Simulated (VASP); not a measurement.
Ru, 2 atoms in the cell. Symmetry: P6_3/mmc, No. 194, hexagonal system. The conventional cell has a = 2.678 Å, b = 2.678 Å, c = 4.218 Å, α = 90.00°, β = 90.00°, γ = 120.00°. Ru (site symmetry -6m2) has 12 Ru at 2.61 to 2.68 Å within 3.4 Å. 

| Property | Result |
| --- | --- |
| Program | VASP 6.6.1 |
| Task | single point |
| Functional | LDA |
| Potentials or basis | VASP PAW LDA potentials, release 64 (Ru_sv) |
| Cutoff | 560 eV |
| k mesh | 13 × 13 × 8 |
| Occupations | fermi-dirac, width 0.2 eV |
| Spin | no spin polarisation |
| Dipole correction | no |
| Further INCAR settings | ALGO = Normal; EDIFF = 1e-06; NBANDS = 23 |

Potentials or basis: VASP PAW LDA potentials, release 64 (Ru_sv).

Command:

```bash
$ cat potpaw_LDA.64/Ru_sv/POTCAR > POTCAR
$ mpirun -np 1 vasp_std > vasp.out
```

Hardware: 1 thread of Intel(R) Xeon(R) Platinum 8488C (Sapphire Rapids), on a shared host.

Question: Estimate the wall time of this run.

Answer: Wall time 26 s on 1 thread of Intel(R) Xeon(R) Platinum 8488C (Sapphire Rapids) (shared host), peak memory 0.17 GiB. Counts: scf iterations 11, k points 105.
